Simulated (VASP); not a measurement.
Cr, 1 atom in the cell. It takes space group Pm-3m (No. 221, cubic). Conventional cell: a = 2.179 Å, b = 2.179 Å, c = 2.179 Å, α = 90.00°, β = 90.00°, γ = 90.00°. Within 2.9 Å of Cr (site symmetry m-3m) lie 6 Cr at 2.18 Å. 

```yaml
Program: VASP 6.6.1
Task: single point
Functional: PBEsol
Potentials_or_basis: VASP PAW PBE potentials, release 64 (Cr_pv)
Cutoff: 520 eV
k_mesh: 16 × 16 × 16
Occupations: fermi-dirac, width 0.1 eV
Spin: collinear spin, ferromagnetic start
Starting_moments: "[2.0] μB"
Dipole_correction: no
Further_INCAR_settings: ALGO = Normal; EDIFF = 1e-06; NBANDS = 16
```

Potentials or basis: VASP PAW PBE potentials, release 64 (Cr_pv).

Run with:

```sh
$ cat potpaw_PBE.64/Cr_pv/POTCAR > POTCAR
$ mpirun -np 1 vasp_std > vasp.out
```

Hardware: 1 thread of Intel(R) Xeon(R) 6975P-C (Granite Rapids) (shared host).

Q: Estimate the wall time of this run.

A: It took 10 s on 1 thread of Intel(R) Xeon(R) 6975P-C (Granite Rapids), on a shared host, peak memory 0.14 GiB. Counts: scf iterations 13, k points 165.
